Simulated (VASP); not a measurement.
# N (P6_3/mmc) in VASP: notebook

Aim: see how the results for N move with the level of theory and the settings. Levels: PBE0, r2SCAN0. Tasks: single point.

Program: VASP 6.6.1. These are calculated values, not measurements. Logs are shortened: lines on timing, memory, paths and dates and some standing lists are left out, and cuts for length are marked.

## Step 1: The cell of the first run

Symmetry: P6_3/mmc, No. 194, hexagonal system. The conventional cell has a = 3.580 Å, b = 3.580 Å, c = 7.642 Å, α = 90.00°, β = 90.00°, γ = 120.00°. Within 1.5 Å of N (site symmetry 3m) lie 1 N at 1.09 Å.

## Step 2: Single point, PBE0

Contents of POSCAR:

```
N
1.0
    3.5804190885      0.0000000000      0.0000000000
   -1.7902095442      3.1007338868      0.0000000000
    0.0000000000      0.0000000000      7.6415025808
N
4
Direct
    0.3333333333      0.6666666667      0.3215708973
    0.3333333333      0.6666666667      0.1784291027
    0.6666666667      0.3333333333      0.8215708973
    0.6666666667      0.3333333333      0.6784291027
```

Contents of INCAR.step1:

```
SYSTEM = N
PREC = Accurate
ENCUT = 520
EDIFF = 1E-5
ISMEAR = 0
SIGMA = 0.01
LREAL = .False.
LASPH = .True.
NELM = 60
ALGO = Normal
ISIF = 2
LWAVE = .True.
LCHARG = .False.
GGA = PE
NBANDS = 18
```

Contents of INCAR.step2:

```
SYSTEM = N
PREC = Accurate
ENCUT = 520
EDIFF = 1E-7
ISMEAR = 0
SIGMA = 0.01
LREAL = .False.
LASPH = .True.
NELM = 60
ALGO = Normal
ISIF = 2
LWAVE = .False.
LCHARG = .False.
GGA = PE
LHFCALC = .True.
AEXX = 0.25
PRECFOCK = Normal
ISTART = 1
NBANDS = 18
```

Contents of KPOINTS:

```
Automatic mesh
0
Gamma
  6 6 2
  0 0 0
```

Potentials or basis: VASP PAW PBE potentials, release 64 (N).

On the command line:

```bash
cat potpaw_PBE.64/N/POTCAR > POTCAR
cp INCAR.step1 INCAR
mpirun -np 1 vasp_std > vasp.out
cp INCAR.step2 INCAR
mpirun -np 1 vasp_std > vasp.out
```

OUTCAR:

```text
SYSTEM = N
   PREC = Accurate
   ENCUT = 520
   EDIFF = 1E-7
   ISMEAR = 0
   LREAL = .False.
   LASPH = .True.
   NELM = 60
   ISIF = 2
   GGA = PE
   LHFCALC = .True.
   AEXX = 0.25
   PRECFOCK = Normal
   ISTART = 1

 ion  position               nearest neighbor table
   1  0.333  0.667  0.322-   2 1.09
   2  0.333  0.667  0.178-   1 1.09
   3  0.667  0.333  0.822-   4 1.09
   4  0.667  0.333  0.678-   3 1.09

  LATTYP: Found a hexagonal cell.
 ALAT       =     3.5804190885
 C/A-ratio  =     2.1342480843

  Lattice vectors:

 A1 = (   3.5804190885,   0.0000000000,   0.0000000000)
 A2 = (  -1.7902095442,   3.1007338868,   0.0000000000)
 A3 = (   0.0000000000,   0.0000000000,   7.6415025808)

Analysis of symmetry for initial positions (statically):
=====================================================================
 Subroutine PRICEL returns:
 Original cell was already a primitive cell.

 Routine SETGRP: Setting up the symmetry group for a
 hexagonal supercell.

 Subroutine GETGRP returns: Found 24 space group operations
 (whereof 12 operations were pure point group operations)
 out of a pool of 24 trial point group operations.

The static configuration has the point symmetry D_3d.
 The point group associated with its full space group is D_6h.

Analysis of symmetry for dynamics (positions and initial velocities):
=====================================================================
 Subroutine PRICEL returns:
 Original cell was already a primitive cell.

 Routine SETGRP: Setting up the symmetry group for a
 hexagonal supercell.

 Subroutine GETGRP returns: Found 24 space group operations
 (whereof 12 operations were pure point group operations)
 out of a pool of 24 trial point group operations.

The dynamic configuration has the point symmetry D_3d.
 The point group associated with its full space group is D_6h.

 Subroutine INISYM returns: Found 24 space group operations
 (whereof 12 operations are pure point group operations),
 and found     1 'primitive' translations

----------------------------------------------------------------------------------------

                                     Primitive cell

  volume of cell :      84.8354

  direct lattice vectors                    reciprocal lattice vectors
     3.580419088  0.000000000  0.000000000     0.279296913  0.161252148  0.000000000
    -1.790209544  3.100733887  0.000000000     0.000000000  0.322504296  0.000000000
     0.000000000  0.000000000  7.641502581     0.000000000  0.000000000  0.130864315

  length of vectors
     3.580419088  3.580419088  7.641502581     0.322504296  0.322504296  0.130864315

  position of ions in fractional coordinates (direct lattice)
     0.333333333  0.666666667  0.321570897
     0.333333333  0.666666667  0.178429103
     0.666666667  0.333333333  0.821570897
     0.666666667  0.333333333  0.678429103

  ion indices of the primitive-cell ions
   primitive index   ion index
                 1           1
                 2           2
                 3           3
                 4           4

----------------------------------------------------------------------------------------

 KPOINTS: Automatic mesh

Automatic generation of k-mesh.
 Grid dimensions read from file:
 generate k-points for:    6    6    2

 Generating k-lattice:

  Cartesian coordinates                     Fractional coordinates (reciprocal lattice)
     0.046549486  0.026875358  0.000000000     0.166666667  0.000000000  0.000000000
     0.000000000  0.053750716  0.000000000     0.000000000  0.166666667  0.000000000
     0.000000000  0.000000000  0.065432157     0.000000000  0.000000000  0.500000000

  Length of vectors
     0.053750716  0.053750716  0.065432157

  Shift w.r.t. Gamma in fractional coordinates (k-lattice)
     0.000000000  0.000000000  0.000000000

 Subroutine IBZKPT returns following result:
 ===========================================

 Found     14 irreducible k-points:

 Following reciprocal coordinates:
            Coordinates               Weight
  0.000000  0.000000  0.000000      1.000000
  0.166667  0.000000  0.000000      6.000000
  0.333333  0.000000  0.000000      6.000000
  0.500000  0.000000  0.000000      3.000000
  0.166667  0.166667  0.000000      6.000000
  0.333333  0.166667  0.000000     12.000000
  0.333333  0.333333  0.000000      2.000000
  0.000000  0.000000  0.500000      1.000000
  0.166667  0.000000  0.500000      6.000000
  0.333333  0.000000  0.500000      6.000000
  0.500000  0.000000  0.500000      3.000000
  0.166667  0.166667  0.500000      6.000000
  0.333333  0.166667  0.500000     12.000000
  0.333333  0.333333  0.500000      2.000000
   k-points           NKPTS =     14   k-points in BZ     NKDIM =     72   number of bands    NBANDS=     18
   number of dos      NEDOS =    301   number of ions     NIONS =      4
   total plane-waves  NPLWV =  47040
   dimension x,y,z NGX =    28 NGY =   28 NGZ =   60
[... 33 lines left out ...]
     AMIX     =   0.40;   BMIX     =  1.00
     AMIX_MAG =   1.60;   BMIX_MAG =  1.00
  volume/ion in A,a.u.               =      21.21       143.12
  Fermi-wavevector in a.u.,A,eV,Ry     =   1.011329  1.911135 13.915853  1.022786
  Thomas-Fermi vector in A             =   2.144372
   LORBIT       =      0    0 simple, 1 ext, 2 COOP (PROOUT), +10 PAW based schemes
   GGA     = PE    functional components
   LHFCALC =     T    Hartree Fock is set to
   PRECFOCK=normal    Normal, Fast or Accurate (Low or Medium for compatibility)
   ENCUT4O =  -1.0   cutoff for four orbital integrals eV
   NKREDX  =     1    reduce k-point grid by
   NKREDY  =     1    reduce k-point grid by
   NKREDZ  =     1    reduce k-point grid by
   AEXX    =    0.2500 exact exchange contribution
   HFSCREEN=    0.0000 screening length (either q_TF or 0.3 A-1)
   HFSCREENC=   0.0000 screening length for correlation (either q_TF or 0.3 A-1)
   ENCUTFOCK=  -1.0 apply spherical cutoff to Coloumb kernel
   IVDW    =     0    specifies the selected vdW correction
   LEPSILON=     F    determine dielectric tensor
   LRPA    =     F    only Hartree local field effects (RPA)
 non-spin polarized calculation
 Gauss-broadening in eV      SIGMA  =   0.01
  energy-cutoff  :      520.00
  volume of cell :       84.84
 maximum number of plane-waves:      2321
 NGX is ok and might be reduce to    28
  NGX = 20; NGY = 20; NGZ = 48

 number of electron      19.9999996 magnetization

 Free energy of the ion-electron system (eV)
  ---------------------------------------------------
  ext. energy  EPLUGINS =         0.00000000
  ---------------------------------------------------
  free energy    TOTEN  =       -43.29628910 eV

  energy without entropy =      -43.29628910  energy(sigma->0) =      -43.29628910

 E-fermi :  -8.0358     XC(G=0):  -5.2040

 val. band max:       -8.1055033830   @ k =   0.1667   0.1667   0.0000
 cond. band min:       2.0084333423   @ k =   0.5000   0.0000   0.0000
 fundamental gap:     10.1139367253
 Fermi energy:        -8.0358163598

 k-point     1 :       0.0000    0.0000    0.0000
  band No.  band energies     occupation
      1     -28.1209      2.00000
      2     -28.1000      2.00000
      3     -12.4894      2.00000
      4     -11.6891      2.00000
      5      -9.3372      2.00000
      6      -9.2401      2.00000
[... 10 lines left out ...]
     17       7.2072      0.00000
     18      10.9724      0.00000

 k-point     2 :       0.1667    0.0000    0.0000
  band No.  band energies     occupation
      1     -28.1010      2.00000
      2     -28.0829      2.00000
      3     -12.3842      2.00000
      4     -11.6752      2.00000
      5      -9.6521      2.00000
      6      -9.4701      2.00000
[... 10 lines left out ...]
     17       7.9819      0.00000
     18      11.3261      0.00000

 k-point     3 :       0.3333    0.0000    0.0000
  band No.  band energies     occupation
      1     -28.0607      2.00000
      2     -28.0492      2.00000
      3     -12.1380      2.00000
      4     -11.6764      2.00000
      5      -9.9957      2.00000
      6      -9.8645      2.00000
[... 202 lines left out ...]
 k-point    13 :       0.3333    0.1667    0.5000
  band No.  band energies     occupation
      1     -28.0365      2.00000
      2     -28.0365      2.00000
      3     -11.8605      2.00000
      4     -11.8605      2.00000
      5      -9.9568      2.00000
      6      -9.9568      2.00000
[... 10 lines left out ...]
     17       9.1093      0.00000
     18       9.1093      0.00000

 k-point    14 :       0.3333    0.3333    0.5000
  band No.  band energies     occupation
      1     -28.0272      2.00000
      2     -28.0272      2.00000
      3     -11.8218      2.00000
      4     -11.8218      2.00000
      5      -9.8090      2.00000
      6      -9.8090      2.00000
[... 10 lines left out ...]
     17       8.6778      0.00000
     18       8.6778      0.00000

------------------------ aborting loop because EDIFF is reached ----------------------------------------

  FORCE on cell =-STRESS in cart. coord.  units (eV):
  Direction    XX          YY          ZZ          XY          YZ          ZX
  --------------------------------------------------------------------------------------
  -------------------------------------------------------------------------------------
  Total        0.3256608      0.3256608      3.2941374      0.0000000      0.0000000      0.0000000
  in kB        6.1503382      6.1503382     62.2121439      0.0000000      0.0000000      0.0000000
  external PRESSURE =      24.8376068 kB  Pullay stress =       0.0000000 kB

 VOLUME and BASIS-vectors are now :
 -----------------------------------------------------------------------------
  energy-cutoff  :      520.00
  volume of cell :       84.84
      direct lattice vectors                 reciprocal lattice vectors
     3.580419088  0.000000000  0.000000000     0.279296913  0.161252148  0.000000000
    -1.790209544  3.100733887  0.000000000     0.000000000  0.322504296  0.000000000
     0.000000000  0.000000000  7.641502581     0.000000000  0.000000000  0.130864315

 POSITION                                       TOTAL-FORCE (eV/Angst)
 -----------------------------------------------------------------------------------
     -0.00000      2.06716      2.45728         0.000000      0.000000      1.469952
     -0.00000      2.06716      1.36347         0.000000      0.000000     -1.469952
      1.79021      1.03358      6.27804        -0.000000     -0.000000      1.469952
      1.79021      1.03358      5.18422         0.000000     -0.000000     -1.469952
 -----------------------------------------------------------------------------------
    total drift:                                0.000000      0.000000     -0.000000

  FREE ENERGIE OF THE ION-ELECTRON SYSTEM (eV)
  ---------------------------------------------------
  free  energy   TOTEN  =       -43.2962891010 eV

  energy  without entropy=      -43.2962891010  energy(sigma->0) =      -43.29628910
```

It took 15 min on 1 thread of Intel Xeon Platinum 8559C (Emerald Rapids), shared host; peak memory 0.21 GiB.

Results:

- Free energy: -43.2963 eV
- Pressure: 2.5 GPa
- Largest force: 1.470 eV/Å
- Band gap on the k mesh: 10.11 eV (least direct gap 10.17 eV)

Forces in eV/Å, atoms in the order of the input:
```
N    0.000  0.000  1.470
N    0.000  0.000 -1.470
N    0.000  0.000  1.470
N    0.000  0.000 -1.470
```

Stress tensor (GPa, compression positive):
```
0.62 0.00 0.00
0.00 0.62 0.00
0.00 0.00 6.22
```

Levels at points of the mesh, in eV from the valence-band top:
```csv
k point,band 6,band 7,band 8,band 9,band 10,band 11,band 12,band 13,band 14,band 15
"(0.00, 0.00, 0.00)",-1.13,-1.13,-1.09,-1.09,-0.06,11.80,11.80,12.11,12.11,13.73
"(0.50, 0.00, 0.00)",-1.94,-1.34,-1.24,-0.41,-0.05,10.11,10.88,11.36,12.02,15.57
"(0.00, 0.00, 0.50)",-1.11,-1.11,-1.11,-0.59,-0.59,11.95,11.95,11.95,11.95,13.79
"(0.50, 0.00, 0.50)",-1.95,-1.29,-1.29,-0.26,-0.26,10.50,10.50,11.68,11.68,16.35
```

Caveat: the standard files for N, O and F lose accuracy on very short bonds; the stress differs along the axes, from 1 to 6 GPa; this functional lacks dispersion, which holds the molecules together, so the pressure and a relaxed volume are unreliable; the PAW data sets were made with another functional, which shifts forces and pressure a little. A k mesh can miss the band edges.

## Step 3: Single point, r2SCAN0

POSCAR is that of step 2.

Contents of INCAR.step1:

```
SYSTEM = N
PREC     = Accurate       ! precision mode
ENCUT    = 520            ! plane-wave cutoff, eV
EDIFF    = 1E-5           ! SCF threshold, eV
ISMEAR   = 0              ! smearing method
SIGMA    = 0.01           ! smearing width, eV
LREAL    = .FALSE.        ! projectors in reciprocal space
LASPH    = .TRUE.         ! aspherical terms in the spheres
NELM     = 60             ! most SCF steps
ALGO     = Normal         ! electronic algorithm
ISIF     = 2              ! what is computed and relaxed
LWAVE    = .TRUE.         ! write WAVECAR
LCHARG   = .FALSE.        ! write CHGCAR
GGA      = PE             ! functional
NBANDS   = 18             ! bands
```

Contents of INCAR.step2:

```
SYSTEM = N
PREC     = Accurate       ! precision mode
ENCUT    = 520            ! plane-wave cutoff, eV
EDIFF    = 1E-6           ! SCF threshold, eV
ISMEAR   = 0              ! smearing method
SIGMA    = 0.01           ! smearing width, eV
LREAL    = .FALSE.        ! projectors in reciprocal space
LASPH    = .TRUE.         ! aspherical terms in the spheres
NELM     = 60             ! most SCF steps
ALGO     = Normal         ! electronic algorithm
ISIF     = 2              ! what is computed and relaxed
LWAVE    = .FALSE.        ! write WAVECAR
LCHARG   = .FALSE.        ! write CHGCAR
METAGGA  = R2SCAN         ! meta-GGA
LHFCALC  = .TRUE.         ! exact exchange
AEXX     = 0.25           ! exact-exchange fraction
LMIXTAU  = .TRUE.       
PRECFOCK = Normal       
ISTART   = 1            
NBANDS   = 18             ! bands
```

Contents of KPOINTS:

```
regular mesh
0
G
  6 6 2
  0 0 0
```

Potentials or basis: VASP PAW PBE potentials, release 64 (N).

On the command line:

```bash
cat potpaw_PBE.64/N/POTCAR > POTCAR
cp INCAR.step1 INCAR
mpirun -np 1 vasp_std > vasp.out
cp INCAR.step2 INCAR
mpirun -np 1 vasp_std > vasp.out
```

Wall time 37 min (1 thread of Intel Xeon 8259CL, shared host); peak memory 0.23 GiB.

It converged, with:

| Quantity | Value |
| --- | --- |
| Free energy | -45.7524 eV |
| Pressure | 1.2 GPa |
| Largest force | 0.872 eV/Å |
| Band gap on the k mesh | 10.53 eV (least direct gap 10.59 eV) |

Forces in eV/Å, atoms in the order of the input:
```
N    0.000  0.000  0.872
N    0.000  0.000 -0.872
N    0.000  0.000  0.872
N    0.000  0.000 -0.872
```

Stress tensor (GPa, compression positive):
```
0.02 0.00 0.00
0.00 0.02 0.00
0.00 0.00 3.42
```

Levels at points of the mesh, in eV from the valence-band top:
```csv
k point,band 6,band 7,band 8,band 9,band 10,band 11,band 12,band 13,band 14,band 15
"(0.00, 0.00, 0.00)",-1.04,-1.04,-0.99,-0.99,-0.06,12.28,12.28,12.59,12.59,14.29
"(0.50, 0.00, 0.00)",-1.87,-1.25,-1.15,-0.41,-0.05,10.53,11.32,11.82,12.51,16.18
"(0.00, 0.00, 0.50)",-1.01,-1.01,-1.01,-0.59,-0.59,12.43,12.43,12.43,12.43,14.35
"(0.50, 0.00, 0.50)",-1.88,-1.20,-1.20,-0.26,-0.26,10.93,10.93,12.15,12.15,17.01
```

Caveat: the standard files for N, O and F lose accuracy on very short bonds; the PAW data sets were made with another functional, which shifts forces and pressure a little.

## Step 4: Single point, r2SCAN0

Contents of POSCAR:

```
N
1.0
    3.5792591437      0.0000000000      0.0000000000
   -1.7896295718      3.0997293451      0.0000000000
    0.0000000000      0.0000000000      7.6409876717
N
4
Direct
    0.3333333333      0.6666666667      0.3215760822
    0.3333333333      0.6666666667      0.1784239178
    0.6666666667      0.3333333333      0.8215760822
    0.6666666667      0.3333333333      0.6784239178
```

Contents of INCAR.step1:

```
SYSTEM = N
  PREC = Accurate
  ENCUT = 520
  EDIFF = 1E-5
  ISMEAR = 0
  SIGMA = 0.01
  LREAL = .False.
  LASPH = .True.
  NELM = 100
  ALGO = Normal
  ISIF = 2
  LWAVE = .True.
  NBANDS = 18
  GGA = PE
```

Contents of INCAR.step2:

```
SYSTEM = N
  PREC = Accurate
  ENCUT = 520
  EDIFF = 1E-7
  ISMEAR = 0
  SIGMA = 0.01
  LREAL = .False.
  LASPH = .True.
  NELM = 100
  ALGO = Normal
  ISIF = 2
  LWAVE = .False.
  LCHARG = .True.
  METAGGA = R2SCAN
  LHFCALC = .True.
  AEXX = 0.25
  LMIXTAU = .True.
  PRECFOCK = Normal
  LELF = .True.
  LVHAR = .True.
  NBANDS = 18
  ISTART = 1
```

Contents of KPOINTS:

```
Automatic mesh
0
Gamma
  6 6 2
  0 0 0
```

On the command line:

```bash
cat potpaw_PBE.64/N/POTCAR > POTCAR
cp INCAR.step1 INCAR
mpirun -np 1 vasp_std > vasp.out
cp INCAR.step2 INCAR
mpirun -np 1 vasp_std > vasp.out
```

Wall time 23 min (1 thread of Intel Xeon Platinum 8488C (Sapphire Rapids), shared host); peak memory 0.23 GiB.

It converged, with:

```yaml
Free_energy: -45.7521 eV
Pressure: 1.1 GPa
Largest_force: 0.872 eV/Å
Band_gap_on_the_k_mesh: 10.53 eV (least direct gap 10.59 eV)
```

Forces on the atoms (eV/Å):
```
N    0.000  0.000  0.872
N    0.000  0.000 -0.872
N    0.000  0.000  0.872
N    0.000  0.000 -0.872
```

Stress tensor (GPa, compression positive):
```
0.01 0.00 0.00
0.00 0.01 0.00
0.00 0.00 3.42
```

Levels at points of the mesh, in eV from the valence-band top:
```tsv
k point	band 7	band 8	band 9	band 10	band 11	band 12	band 13	band 14
(0.00, 0.00, 0.00)	-1.04	-0.99	-0.99	-0.06	12.28	12.28	12.59	12.59
(0.50, 0.00, 0.00)	-1.25	-1.15	-0.41	-0.05	10.53	11.32	11.82	12.51
(0.00, 0.00, 0.50)	-1.01	-1.01	-0.59	-0.59	12.43	12.43	12.43	12.43
(0.50, 0.00, 0.50)	-1.20	-1.20	-0.26	-0.26	10.93	10.93	12.15	12.15
```

Caveat: the standard files for N, O and F lose accuracy on very short bonds; the PAW data sets were made with another functional, which shifts forces and pressure a little.

## Step 5: Overview

```csv
level,cell,gap on the mesh (eV),pressure (GPa),largest force (eV/Å)
PBE0,"a = 3.580, b = 3.580, c = 7.642 Å, angles 90.0, 90.0, 120.0°, 4 atoms",10.11,2.5,1.47
r2SCAN0,"a = 3.580, b = 3.580, c = 7.642 Å, angles 90.0, 90.0, 120.0°, 4 atoms",10.53,1.2,0.87
r2SCAN0,"a = 3.579, b = 3.579, c = 7.641 Å, angles 90.0, 90.0, 120.0°, 4 atoms",10.53,1.1,0.87
```

Alike in all rows: task single point; potentials or basis VASP PAW PBE potentials, release 64 (N); no spin polarisation; k mesh 6 × 6 × 2; cutoff (eV) 520; smearing gaussian 0.01 eV.

On the cell as given the gap runs from 10.11 eV (PBE0) to 10.53 eV (r2SCAN0). The pressure there spans 1.1 GPa (r2SCAN0) to 2.5 GPa (PBE0); a positive pressure means that this level wants a larger cell, a negative one a smaller.

Caveats: the standard files for N, O and F lose accuracy on very short bonds; the PAW data sets were made with another functional, which shifts forces and pressure a little; the stress differs along the axes, from 1 to 6 GPa (at least some runs); this functional lacks dispersion, which holds the molecules together, so the pressure and a relaxed volume are unreliable (at least some runs).

Total energies depend on the potentials used, so only differences within one code and one set of settings carry meaning.
